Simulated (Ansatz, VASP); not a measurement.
## HfTi2Si2: VASP beside Ansatz

```xyz
5
Lattice="4.4012 0.0000 0.0000 -2.2006 3.8115 0.0000 0.0000 0.0000 7.1899" Properties=species:S:1:pos:R:3 pbc="T T T"
Hf    2.2006    1.2705    3.5949
Ti    0.0000    2.5410    3.5949
Ti    0.0000    0.0000    0.0000
Si    2.2006    1.2705    6.0916
Si    2.2006    1.2705    1.0983
```

Alike in both runs: functional PBE; k mesh 6 × 6 × 4; occupations gaussian, width 0.1 eV; no spin polarisation.

Ansatz relaxed the structure, and its values are those at the end. VASP's run is a single point on that final structure, the one shown.

|  | VASP | Ansatz |
| --- | --- | --- |
| version | VASP 6.6.1 | Ansatz 0.2.0 |
| potentials or method | VASP PAW PBE potentials, release 64 (Hf_pv, Ti_sv, Si), cutoff 520 eV | scalar-relativistic, plane waves, PAW |
| valence electrons in the cell | 42 | 58 |

|  | VASP | Ansatz | Ansatz less VASP |
| --- | --- | --- | --- |
| gap on the k mesh at the Fermi level (eV) | none | none | - |
| pressure (GPa) | 0.0 | 0.0 | -0.01 |
| rms of the force components (eV/Å) | 0.017 | 0.000 | -0.0167 |

A gap of «none» marks a metal or a gap that the smearing closes. VASP's potentials hold 42 valence electrons a cell and Ansatz's 58, so a difference there can come from the potentials and not from the codes.

Spin-orbit coupling is off throughout.
